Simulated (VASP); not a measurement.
Set up this calculation in VASP 6.6.1, as the native input.

```
Task                   : single point
Functional             : LDA
Potentials or basis    : VASP PAW LDA potentials, release 64 (Ni)
Cutoff                 : 520 eV
k mesh                 : 17 × 17 × 17
Occupations            : fermi-dirac, width 0.1 eV
Spin                   : collinear spin, ferromagnetic start
Starting moments       : [1.0] μB
Dipole correction      : no
Further INCAR settings : ALGO = Normal; EDIFF = 1e-06; NBANDS = 15
```

The structure of Ni lies in POSCAR:

```
Ni
1.0
   -1.3602973750      1.3602973750      1.3602973750
    1.3602973750     -1.3602973750      1.3602973750
    1.3602973750      1.3602973750     -1.3602973750
Ni
1
Direct
    0.0000000000      0.0000000000      0.0000000000
```

One way to write it, as run:

INCAR

```
SYSTEM = Ni
  ALGO = Normal
  EDIFF = 1E-6
  ENCUT = 520
  GGA = CA
  ISIF = 2
  ISMEAR = -1
  ISPIN = 2
  LASPH = .TRUE.
  LCHARG = .FALSE.
  LMAXMIX = 4
  LORBIT = 11
  LREAL = .FALSE.
  LWAVE = .FALSE.
  MAGMOM = 1
  NBANDS = 15
  NELM = 150
  PREC = Accurate
  SIGMA = 0.1
```

KPOINTS

```
k-points
0
G
  17 17 17
  0 0 0
```

Potentials or basis: VASP PAW LDA potentials, release 64 (Ni).

Launch:

```sh
$ cat potpaw_LDA.64/Ni/POTCAR > POTCAR
$ mpirun -np 1 vasp_std > vasp.out
```

It gave:

```
Pressure                                              : -0.1 GPa
Band gap on the k mesh                                : zero (filled and empty bands overlap)
Net moment                                            : 0.00 μB per cell
Valence electrons inside the program's atomic spheres : Ni 9.47
```

Wall time 55 s on 1 thread of Intel(R) Xeon(R) Platinum 8259CL CPU @ 2.50GHz (Skylake/Cascade Lake), with other jobs on the host, peak memory 0.14 GiB.
